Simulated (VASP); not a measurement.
# MgZn3O4 (Cm) in VASP: relaxation of cell and atoms with PBEsol

Aim: the relaxation of cell and atoms of MgZn3O4 with PBEsol.

Program: VASP 6.6.1. These are calculated values, not measurements. Logs are shortened: lines on timing, memory, paths and dates and some standing lists are left out, and cuts for length are marked.

### 1 The cell of the first run

It takes space group Cm (No. 8, monoclinic). Conventional cell: a = 11.955 Å, b = 3.292 Å, c = 5.677 Å, α = 90.00°, β = 118.34°, γ = 90.00°. Within 2.6 Å of Mg (site symmetry m) lie 4 O at 1.98 to 2.00 Å. Within 2.6 Å of Zn (site symmetry m) lie 4 O at 1.99 to 2.02 Å. Zn (site symmetry m) has 4 O at 2.00 to 2.01 Å within 2.7 Å. Within 2.6 Å of Zn (site symmetry m) lie 4 O at 2.00 to 2.01 Å. Within 2.6 Å of O (site symmetry m) lie 3 Zn at 2.00 Å and 1 Mg at 2.00 Å. O (site symmetry m) has 4 Zn at 2.00 to 2.02 Å within 2.7 Å. Within 2.6 Å of O (site symmetry m) lie 2 Mg at 1.98 Å and 2 Zn at 1.99 to 2.01 Å. Within 2.6 Å of O (site symmetry m) lie 1 Mg at 1.99 Å and 3 Zn at 2.00 Å.

### 2 Relaxation of cell and atoms, PBEsol

Input file INCAR:

```
PREC = Accurate ; ENCUT = 600
EDIFF = 1E-7 ; ISMEAR = -1
SIGMA = 0.02 ; LREAL = F
LASPH = T ; NELM = 80
ALGO = Normal ; ISIF = 3
LWAVE = F ; LCHARG = F
GGA = PS ; IBRION = 2
NSW = 80 ; EDIFFG = -0.005
KPAR = 4
```

Input file KPOINTS:

```
regular mesh
0
Gamma
  8 8 6
```

Input file POSCAR:

```
MgZn3O4
1.0
    5.9778480051     -1.6458229685      0.0068219816
    5.9778480051      1.6458229685      0.0068219816
   -2.7016870342      0.0000000000      4.9927001386
Mg Zn O
1 3 4
Direct
    0.2515460710      0.2515460710      0.9203781945
    0.7503352386      0.7503352386      0.4154217134
    0.4990891137      0.4990891137      0.8296340339
    0.9993659078      0.9993659078      0.3348322755
    0.0618481677      0.0618481677      0.7292407448
    0.5584569257      0.5584569257      0.2251768088
    0.8087384059      0.8087384059      0.1399866409
    0.3085791794      0.3085791794      0.6432466083
```

Potentials or basis: VASP PAW PBE potentials, release 64 (Mg, Zn, O).

On the command line:

```bash
$ cat potpaw_PBE.64/Mg/POTCAR potpaw_PBE.64/Zn/POTCAR potpaw_PBE.64/O/POTCAR > POTCAR
$ mpirun -np 4 vasp_std > vasp.out
```

OUTCAR:

```text
PREC = Accurate
   ENCUT = 600
   EDIFF = 1E-7
   ISMEAR = -1
   LREAL = F
   LASPH = T
   NELM = 80
   ISIF = 3
   GGA = PS
   IBRION = 2
   NSW = 80
   EDIFFG = -0.005

 ion  position               nearest neighbor table
   1  0.252  0.252  0.920-   7 1.98   7 1.98   8 1.99   5 2.00   4 3.23   4 3.23   3 3.24   3 3.26
                             3 3.26   4 3.26   2 3.26   2 3.26   2 3.30   2 3.30
   2  0.750  0.750  0.415-   7 1.99   8 2.00   8 2.00   6 2.02   1 3.26   1 3.26   1 3.30   1 3.30

   3  0.499  0.499  0.830-   5 2.00   5 2.00   8 2.00   6 2.01   1 3.24   1 3.26   1 3.26
   4  0.999  0.999  0.335-   5 2.00   6 2.00   6 2.00   7 2.01   1 3.23   1 3.23   1 3.26
   5  0.062  0.062  0.729-   4 2.00   1 2.00   3 2.00   3 2.00
   6  0.558  0.558  0.225-   4 2.00   4 2.00   3 2.01   2 2.02
   7  0.809  0.809  0.140-   1 1.98   1 1.98   2 1.99   4 2.01
   8  0.309  0.309  0.643-   1 1.99   2 2.00   2 2.00   3 2.00

  Warning from LATTYP: Got some problem with cell dimensions!
  Tried to take original basis but could not verify dimensions!
  LATTYP: Found a base centered monoclinic cell.
 ALAT       =    11.9546563543
 B/A-ratio  =     0.2753442541
 C/A-ratio  =     0.4748617991
 COS(beta)  =    -0.4747695389

  Lattice vectors:

 A1 = (  -3.2761609709,   1.6458229685,  -4.9995221202)
 A2 = (  -3.2761609709,  -1.6458229685,  -4.9995221202)
 A3 = (  -2.7016870342,   0.0000000000,   4.9927001386)

Analysis of symmetry for initial positions (statically):
=====================================================================
 Subroutine PRICEL returns:
 Original cell was already a primitive cell.

 Routine SETGRP: Setting up the symmetry group for a
 base centered monoclinic supercell.

 Subroutine GETGRP returns: Found  2 space group operations
 (whereof  2 operations were pure point group operations)
 out of a pool of  4 trial point group operations.

The static configuration has the point symmetry C_1h.

Analysis of symmetry for dynamics (positions and initial velocities):
=====================================================================
 Subroutine PRICEL returns:
 Original cell was already a primitive cell.

 Routine SETGRP: Setting up the symmetry group for a
 base centered monoclinic supercell.

 Subroutine GETGRP returns: Found  2 space group operations
 (whereof  2 operations were pure point group operations)
 out of a pool of  4 trial point group operations.

The dynamic configuration has the point symmetry C_1h.

 Subroutine INISYM returns: Found  2 space group operations
 (whereof  2 operations are pure point group operations),
 and found     1 'primitive' translations

----------------------------------------------------------------------------------------

                                     Primitive cell

  volume of cell :      98.3018

  direct lattice vectors                    reciprocal lattice vectors
     5.977848005 -1.645822969  0.006821982     0.083590520 -0.303799382  0.045233124
     5.977848005  1.645822969  0.006821982     0.083590520  0.303799382  0.045233124
    -2.701687034  0.000000000  4.992700139    -0.000228435  0.000000000  0.200168809

  length of vectors
     6.200277942  6.200277942  5.676809624     0.318319768  0.318319768  0.200168939

  position of ions in fractional coordinates (direct lattice)
     0.251546071  0.251546071  0.920378195
     0.750335239  0.750335239  0.415421713
     0.499089114  0.499089114  0.829634034
     0.999365908  0.999365908  0.334832275
     0.061848168  0.061848168  0.729240745
     0.558456926  0.558456926  0.225176809
     0.808738406  0.808738406  0.139986641
     0.308579179  0.308579179  0.643246608

  ion indices of the primitive-cell ions
   primitive index   ion index
                 1           1
                 2           2
                 3           3
                 4           4
                 5           5
                 6           6
                 7           7
                 8           8

----------------------------------------------------------------------------------------

 KPOINTS: regular mesh

Automatic generation of k-mesh.
 Grid dimensions read from file:
 generate k-points for:    8    8    6

 Generating k-lattice:

  Cartesian coordinates                     Fractional coordinates (reciprocal lattice)
     0.010448815 -0.037974923  0.005654140     0.125000000  0.000000000  0.000000000
     0.010448815  0.037974923  0.005654140     0.000000000  0.125000000  0.000000000
    -0.000038072  0.000000000  0.033361468     0.000000000  0.000000000  0.166666667

  Length of vectors
     0.039789971  0.039789971  0.033361490

  Shift w.r.t. Gamma in fractional coordinates (k-lattice)
     0.000000000  0.000000000  0.000000000

 Subroutine IBZKPT returns following result:
 ===========================================

 Found    114 irreducible k-points:

 Following reciprocal coordinates:
            Coordinates               Weight
  0.000000  0.000000  0.000000      1.000000
  0.125000 -0.000000 -0.000000      4.000000
  0.250000 -0.000000 -0.000000      4.000000
  0.375000 -0.000000 -0.000000      4.000000
  0.500000 -0.000000 -0.000000      2.000000
  0.125000  0.125000 -0.000000      2.000000
[... 16 lines left out ...]
  0.125000 -0.000000  0.166667      4.000000
  0.250000 -0.000000  0.166667      4.000000
 [... further k-points ...]
   k-points           NKPTS =    114   k-points in BZ     NKDIM =    114   number of bands    NBANDS=     37
   number of dos      NEDOS =    301   number of ions     NIONS =      8
   total plane-waves  NPLWV = 120000
   dimension x,y,z NGX =    50 NGY =   50 NGZ =   48
   dimension x,y,z NGXF=   100 NGYF=  100 NGZF=   96
   ions per type =               1   3   4
   NGX,Y,Z   is equivalent  to a cutoff of  13.41, 13.41, 14.06 a.u.
   NGXF,Y,Z  is equivalent  to a cutoff of  26.81, 26.81, 28.11 a.u.
 SYSTEM =  unknown system
   PREC   = accura    normal or accurate (medium, high low for compatibility)
   ISTART =      0    job   : 0-new  1-cont  2-samecut
   ICHARG =      2    charge: 1-file 2-atom 10-const
   ISPIN  =      1    spin polarized calculation?
   LNONCOLLINEAR =      F non collinear calculations
   LSORBIT =      F    spin-orbit coupling
   LASPH  =      T    aspherical Exc in radial PAW
   ENCUT  =  600.0 eV  44.10 Ry    6.64 a.u.  12.38 12.38 11.34*2*pi/ulx,y,z
   NELM   =     80;   NELMIN=  2; NELMDL= -5     # of ELM steps
   EDIFF  = 0.1E-06   stopping-criterion for ELM
   LREAL  =      F    real-space projection
   EDIFFG = -.5E-02   stopping-criterion for IOM
   NSW    =     80    number of steps for IOM
   IBRION =      2    ionic relax: 0-MD 1-quasi-New 2-CG
   NFREE  =      1    steps in history (QN), initial steepest desc. (CG)
   ISIF   =      3    stress and relaxation
   ISYM   =      2    0-nonsym 1-usesym 2-fastsym
   POTIM  = 0.5000    time-step for ionic-motion
   TEBEG  =    0.0;   TEEND  =   0.0 temperature during run
   PSTRESS=    0.0 pullay stress
   NELECT =      62.0000    total number of electrons
   NUPDOWN=      -1.0000    fix difference up-down
   EMIN   =  10.00;   EMAX   =-10.00  energy-range for DOS
   EFERMI =   0.00;   METHOD = LEGACY
   ISMEAR =    -1;   SIGMA  =   0.02  broadening in eV -4-tet -1-fermi 0-gaus
   EFERMI_NEDOS =   21; number of points for ismear=-14 and -15
   IALGO  =     38    algorithm
   IMIX   =      4    mixing-type and parameters
     AMIX     =   0.40;   BMIX     =  1.00
     AMIX_MAG =   1.60;   BMIX_MAG =  1.00
  volume/ion in A,a.u.               =      12.29        82.92
  Fermi-wavevector in a.u.,A,eV,Ry     =   1.403950  2.653080 26.818099  1.971075
  Thomas-Fermi vector in A             =   2.526560
   LORBIT       =      0    0 simple, 1 ext, 2 COOP (PROOUT), +10 PAW based schemes
   GGA     = PS    functional components
   LHFCALC =     F    Hartree Fock is set to
   AEXX    =    0.0000 exact exchange contribution
   IVDW    =     0    specifies the selected vdW correction
   LEPSILON=     F    determine dielectric tensor
   LRPA    =     F    only Hartree local field effects (RPA)
 conjugate gradient relaxation of ions
 non-spin polarized calculation
  energy-cutoff  :      600.00
  volume of cell :       98.30
 maximum number of plane-waves:      3317
 NGX is ok and might be reduce to    50
   NGX = 25   NGY = 25   NGZ = 23

--------------------------------------- Ionic step        1  -------------------------------------------

 number of electron      62.0000009 magnetization

 Free energy of the ion-electron system (eV)
  ---------------------------------------------------
  ext. energy  EPLUGINS =         0.00000000
  ---------------------------------------------------
  free energy    TOTEN  =       -41.39168316 eV

  energy without entropy =      -41.39168316  energy(sigma->0) =      -41.39168316

------------------------ aborting loop because EDIFF is reached ----------------------------------------

  FORCE on cell =-STRESS in cart. coord.  units (eV):
  Direction    XX          YY          ZZ          XY          YZ          ZX
  --------------------------------------------------------------------------------------
  -------------------------------------------------------------------------------------
  Total       -2.9222766     -2.9216592     -2.9236440      0.0000000      0.0000000      0.0009044
  in kB      -47.6288751    -47.6188123    -47.6511615      0.0000000      0.0000000      0.0147402
  external PRESSURE =     -47.6329496 kB  Pullay stress =       0.0000000 kB
[... 321 lines left out ...]
  energy  without entropy=      -41.4478325685  energy(sigma->0) =      -41.44783257

--------------------------------------- Ionic step        9  -------------------------------------------

 number of electron      62.0000007 magnetization

 Free energy of the ion-electron system (eV)
  ---------------------------------------------------
  ext. energy  EPLUGINS =         0.00000000
  ---------------------------------------------------
  free energy    TOTEN  =       -41.44784176 eV

  energy without entropy =      -41.44784176  energy(sigma->0) =      -41.44784176

 E-fermi :   1.5294     XC(G=0): -10.8973

 val. band max:        1.1365565970   @ k =   0.0000   0.0000   0.0000
 cond. band min:       2.3718653712   @ k =   0.0000   0.0000   0.0000
 fundamental gap:      1.2353087741
 Fermi energy:         1.5293525690

 k-point     1 :       0.0000    0.0000    0.0000
  band No.  band energies     occupation
      1     -16.5474      2.00000
      2     -15.8158      2.00000
      3     -15.7517      2.00000
      4     -15.6021      2.00000
      5      -4.6957      2.00000
      6      -4.4945      2.00000
[... 949 lines left out ...]
     36       9.6042      0.00000
     37       9.8317      0.00000

 [... further k-points ...]
[... 5 lines left out ...]
  --------------------------------------------------------------------------------------
  -------------------------------------------------------------------------------------
  Total       -0.0024775      0.0202136      0.0062181      0.0000000      0.0000000     -0.0058417
  in kB       -0.0419131      0.3419616      0.1051945      0.0000000      0.0000000     -0.0988267
  external PRESSURE =       0.1350810 kB  Pullay stress =       0.0000000 kB
[... 23 lines left out ...]
  FREE ENERGIE OF THE ION-ELECTRON SYSTEM (eV)
  ---------------------------------------------------
  free  energy   TOTEN  =       -41.4478417560 eV

  energy  without entropy=      -41.4478417560  energy(sigma->0) =      -41.44784176

 reached required accuracy - stopping structural energy minimisation
```

Wall time 22 min (4 MPI ranks of Oxide Virtual Turin-like, shared host); peak memory 0.67 GiB.

Results:

```
Free energy                           : -41.4478 eV
Relaxed volume                        : 11.84 Å³/atom
Relaxed cell                          : a = 6.122 Å, b = 6.122 Å, c = 5.607 Å, α = 117.26°, β = 117.26°, γ = 30.81°
Space group after relaxing (to 0.1 Å) : Cm (No. 8)
Energy gained by relaxing             : 7.0 meV/atom
Ionic steps                           : 9
Pressure after relaxing               : 0.0 GPa
Largest force after relaxing          : 0.004 eV/Å
Band gap on the k mesh                : 1.24 eV
```

Forces on the atoms (eV/Å):
```
Mg   0.000  0.000  0.003
Zn   0.001  0.000 -0.001
Zn  -0.001  0.000 -0.003
Zn   0.004  0.000  0.002
O   -0.001  0.000  0.002
O   -0.002  0.000 -0.001
O    0.002  0.000  0.000
O   -0.003  0.000 -0.002
```

The path:
| step | energy change (eV) | largest force (eV/Å) | pressure (GPa) | volume (Å³) |
| --- | --- | --- | --- | --- |
| 1 | 0.0000 | 0.1156 | -4.76 | 98.30 |
| 2 | -0.0451 | 0.0354 | 2.30 | 93.20 |
| 3 | -0.0561 | 0.0184 | 0.03 | 94.70 |
| 4 | -0.0561 | 0.0199 | -0.08 | 94.77 |
| 5 | -0.0561 | 0.0104 | -0.09 | 94.77 |
| 6 | -0.0561 | 0.0093 | -0.09 | 94.78 |
| 7 | -0.0561 | 0.0046 | 0.06 | 94.68 |
| 8 | -0.0561 | 0.0057 | 0.02 | 94.70 |
| 9 | -0.0562 | 0.0041 | 0.01 | 94.71 |

Final structure:
```yaml
crystal:
  lattice:
    - [5.90201, -1.62623, 0.00559]
    - [5.90201, 1.62623, 0.00559]
    - [-2.66837, 0.00000, 4.93108]
  atoms:
    - { symbol: Mg, position: [0.25162, 0.25162, 0.92046] }
    - { symbol: Zn, position: [0.75030, 0.75030, 0.41549] }
    - { symbol: Zn, position: [0.49907, 0.49907, 0.82958] }
    - { symbol: Zn, position: [0.99948, 0.99948, 0.33489] }
    - { symbol: O, position: [0.06142, 0.06142, 0.72896] }
    - { symbol: O, position: [0.55847, 0.55847, 0.22512] }
    - { symbol: O, position: [0.80903, 0.80903, 0.14098] }
    - { symbol: O, position: [0.30857, 0.30857, 0.64244] }
```

Caveat: the PAW data sets were made with another functional, which shifts forces and pressure a little.
